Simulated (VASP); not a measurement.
A run of VASP 6.6.1 is set up as follows.

Contents of INCAR:

```
PREC = Accurate
ENCUT = 500
EDIFF = 1E-6
ISMEAR = 0
SIGMA = 0.01
LREAL = False
LASPH = True
NELM = 120
ALGO = Normal
ISIF = 2
LWAVE = False
LCHARG = False
GGA = PE
NBANDS = 15
GGA_COMPAT = False
```

Contents of KPOINTS:

```
regular mesh
0
Gamma
  4 4 4
```

File POSCAR:

```
KCl
1.0
    0.0000000000      3.0363165049      3.0363165049
    3.0363165049      0.0000000000      3.0363165049
    3.0363165049      3.0363165049      0.0000000000
K Cl
1 1
Direct
    0.0000000000      0.0000000000      0.0000000000
    0.5000000000      0.5000000000      0.5000000000
```

Potentials or basis: VASP PAW PBE potentials, release 64 (K_sv, Cl).

Run with:

```console
$ cat potpaw_PBE.64/K_sv/POTCAR potpaw_PBE.64/Cl/POTCAR > POTCAR
$ mpirun -np 1 vasp_std > vasp.out
```

Task: What does it give for the pressure?

Result: 3.5 GPa.

Task: What does it give for the band gap on the k mesh?

Result: 5.58 eV, direct.

Caveat: the k points lie up to 0.45 Å⁻¹ apart.
